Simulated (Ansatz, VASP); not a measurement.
# Al: VASP beside Ansatz

File INCAR:

```
  PREC = Accurate
  ENCUT = 600
  EDIFF = 1E-7
  ISMEAR = -1
  SIGMA = 0.1
  LREAL = False
  LASPH = True
  NELM = 60
  ALGO = Normal
  ISIF = 3
  LWAVE = False
  LCHARG = False
  GGA = PS
  IBRION = 2
  NSW = 80
  EDIFFG = -0.01
```

Contents of KPOINTS:

```
Automatic mesh
0
Gamma
  5 5 5
```

Contents of POSCAR:

```
Al
1.0
    5.1021510852      0.0000000000      0.0000000000
    0.0000000000      5.1021510852      0.0000000000
    0.0000000000      0.0000000000      5.1021510852
Al
8
Direct
    0.0000000000      0.0000000000      0.0000000000
    0.5000000000      0.5000000000      0.5000000000
    0.2500000000      0.0000000000      0.5000000000
    0.7500000000      0.0000000000      0.5000000000
    0.5000000000      0.2500000000      0.0000000000
    0.5000000000      0.7500000000      0.0000000000
    0.0000000000      0.5000000000      0.2500000000
    0.0000000000      0.5000000000      0.7500000000
```

Input for Ansatz:

```yaml
crystal:
  lattice:
    - [5.1021510852, 0.0, 0.0]
    - [0.0, 5.1021510852, 0.0]
    - [0.0, 0.0, 5.1021510852]
  atoms:
    - { symbol: Al, position: [0.0, 0.0, 0.0] }
    - { symbol: Al, position: [0.5, 0.5, 0.5] }
    - { symbol: Al, position: [0.25, 0.0, 0.5] }
    - { symbol: Al, position: [0.75, 0.0, 0.5] }
    - { symbol: Al, position: [0.5, 0.25, 0.0] }
    - { symbol: Al, position: [0.5, 0.75, 0.0] }
    - { symbol: Al, position: [0.0, 0.5, 0.25] }
    - { symbol: Al, position: [0.0, 0.5, 0.75] }
hamiltonian:
  xc: pbesol
  pseudopotentials:
    kind: paw
    azcp:
      Al: "pseudopotentials/Al.paw.azcp"
basis:
  ecutwfc: 420
  fft_grid_basis: typed
kpoints:
  mp_grid: { grid: [5, 5, 5], shift: [0, 0, 0] }
magnetization:
  spin_polarized: false
scf:
  occupations: { method: fermi_dirac, width: 0.1 }
relax:
  max_steps: 60
  f_tol: 0.01
  cell: {}
```

Alike in both runs: task relaxation of cell and atoms; functional PBEsol; k mesh 5 × 5 × 5; occupations fermi-dirac, width 0.1 eV; no spin polarisation.

|  | VASP | Ansatz |
| --- | --- | --- |
| version | VASP 6.6.1 | Ansatz 0.2.0 |
| potentials or method | VASP PAW PBE potentials, release 64 (Al), cutoff 600 eV | plane waves (420 eV) with PAW, scalar-relativistic |
| valence electrons in the cell | 24 | 24 |

|  | VASP | Ansatz | Ansatz less VASP |
| --- | --- | --- | --- |
| relaxed volume (Å³/atom) | 16.60 | 16.60 | 0.000 |
| relaxed cell length with the largest relative difference (Å) | 5.102 | 5.102 | 0.0000 |

VASP's potentials were made for PBE, not for PBEsol, and Ansatz warns of the same on its side.

Noted on VASP's run: the relaxation stopped at its first step, so nothing moved.
